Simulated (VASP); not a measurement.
Wanted: the native input for a VASP 6.6.1 run.

```
Task                   : single point
Functional             : LDA
Potentials or basis    : VASP PAW LDA potentials, release 64 (Cs_sv, Cl)
Cutoff                 : 500 eV
k mesh                 : 6 × 6 × 6
Occupations            : gaussian, width 0.01 eV
Spin                   : no spin polarisation
Dipole correction      : no
Further INCAR settings : ALGO = Normal; EDIFF = 1e-06; NBANDS = 15
```

The structure of CsCl lies in POSCAR:

```
CsCl
1.0
    3.9692272329      0.0000000000      0.0000000000
    0.0000000000      3.9692272329      0.0000000000
    0.0000000000      0.0000000000      3.9692272329
Cs Cl
1 1
Direct
    0.0000000000      0.0000000000      0.0000000000
    0.5000000000      0.5000000000      0.5000000000
```

One way to write it, as run:

INCAR

```
SYSTEM = CsCl
ALGO = Normal ; EDIFF = 1E-6
ENCUT = 500 ; GGA_COMPAT = .FALSE.
ISIF = 2 ; ISMEAR = 0
LASPH = .TRUE. ; LCHARG = .FALSE.
LREAL = .FALSE. ; LWAVE = .FALSE.
NBANDS = 15 ; NELM = 120
PREC = Accurate ; SIGMA = 0.01
```

KPOINTS

```
k-points
0
G
  6 6 6
  0 0 0
```

Potentials or basis: VASP PAW LDA potentials, release 64 (Cs_sv, Cl).

Run with:

```sh
$ cat potpaw_LDA.64/Cs_sv/POTCAR potpaw_LDA.64/Cl/POTCAR > POTCAR
$ mpirun -np 1 vasp_std > vasp.out
```

It gave:

```json
{"Pressure": "0.1 GPa", "Band gap on the k mesh": "4.97 eV"}
```

Caveat: spin-orbit coupling is left out, which moves the levels of the heavy elements.

Run time: 8 s on 1 thread of Intel(R) Xeon(R) 6975P-C (Granite Rapids), with other jobs on the host, peak memory 0.15 GiB.
